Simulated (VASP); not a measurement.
Crystal: As.

```
CELL_PARAMETERS angstrom
2.72159 0.00000 0.00000
0.00000 2.72159 0.00000
0.00000 0.00000 2.72159
ATOMIC_POSITIONS crystal
As 0.50000 0.50000 0.50000
```

Base run:

* Program: VASP 6.6.1
* Functional: r2SCAN
* Potentials or basis: VASP PAW PBE potentials, release 64 (As)
* Cutoff: 520 eV
* k mesh: 10 × 10 × 10
* Occupations: fermi-dirac, width 0.05 eV
* Spin: no spin polarisation

Its results: pressure -1.9 GPa.

Q: After a change of settings the same cell gave: pressure -2.9 GPa. Which change was it?
A. functional from r2SCAN to LDA; potentials or basis from VASP PAW PBE potentials, release 64 (As) to VASP PAW LDA potentials, release 64 (As)
B. functional from r2SCAN to PBE0; k mesh from 10 × 10 × 10 to 6 × 6 × 6
C. functional from r2SCAN to PBE
D. functional from r2SCAN to PBEsol

A: D.

Caveats: the PAW data sets were made with another functional, which shifts forces and pressure a little.
